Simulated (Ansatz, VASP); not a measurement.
Given: the input of a run of Ansatz 0.2.0 on Re.

input.yaml

```yaml
crystal:
  lattice:
    - [2.7608, 0.0, 0.0]
    - [-1.3804, 2.3909229348, 0.0]
    - [0.0, 0.0, 4.4582]
  atoms:
    - { symbol: Re, position: [0.6666666667, 0.3333333333, 0.75] }
    - { symbol: Re, position: [0.3333333333, 0.6666666667, 0.25] }
hamiltonian:
  xc: pbesol
  pseudopotentials: { kind: paw }
  dispersion: d4
kpoints:
  mp_grid: { grid: [11, 11, 6] }
scf:
  occupations: { method: fermi_dirac, width: 0.05 }
output:
  forces: true
  stress: true
relax:
  f_tol: 0.01
  max_steps: 40
  cell: { stress_tol: 0.05 }
```

Potentials or basis: Ansatz PAW.

Run with:

```sh
$ ansatz run input.yaml --threads 2 --pin off --max-ram 5632MiB --backend cpu --events-out ev --progress --plain --runs-dir out
```

**Question.** Translate it to VASP 6.6.1. Potentials there: VASP PAW PBE potentials, release 64 (Re).

**Answer.** As run (the cutoff follows the program's own potentials):

File INCAR:

```
PREC     = Accurate       # precision mode
ENCUT    = 600            # plane-wave cutoff, eV
EDIFF    = 1E-6           # SCF threshold, eV
ISMEAR   = -1             # smearing method
SIGMA    = 0.05           # smearing width, eV
LREAL    = False          # projectors in reciprocal space
LASPH    = True           # aspherical terms in the spheres
NELM     = 100            # most SCF steps
ALGO     = Normal         # electronic algorithm
ISIF     = 3              # what is computed and relaxed
LWAVE    = False          # write WAVECAR
LCHARG   = False          # write CHGCAR
GGA      = PS             # functional
IVDW     = 13             # dispersion correction
IBRION   = 2              # ionic algorithm
NSW      = 60             # ionic steps
EDIFFG   = -0.01          # ionic threshold
```

File KPOINTS:

```
regular mesh
0
Gamma
  11 11 6
```

File POSCAR:

```
Re
1.0
    2.7608000000      0.0000000000      0.0000000000
   -1.3804000000      2.3909229348      0.0000000000
    0.0000000000      0.0000000000      4.4582000000
Re
2
Direct
    0.6666666667      0.3333333333      0.7500000000
    0.3333333333      0.6666666667      0.2500000000
```

Potentials or basis: VASP PAW PBE potentials, release 64 (Re).

The run is started by

```sh
$ cat potpaw_PBE.64/Re/POTCAR > POTCAR
$ mpirun -np 1 vasp_std > vasp.out
```

Both were run:

|  | VASP | Ansatz | Ansatz less VASP |
| --- | --- | --- | --- |
| relaxed volume (Å³/atom) | 14.41 | 14.40 | -0.012 |
| relaxed cell length with the largest relative difference (Å) | 2.742 | 2.740 | -0.0012 |

VASP's potentials were made for PBE, not for PBEsol. VASP's potentials hold 14 valence electrons a cell and Ansatz's 30, so a difference there can come from the potentials and not from the codes.

Neither program's run includes spin-orbit coupling. Noted on Ansatz's run: the plane-wave basis is chosen anew once the cell has moved, so the energies of steps on either side of that aren't comparable.
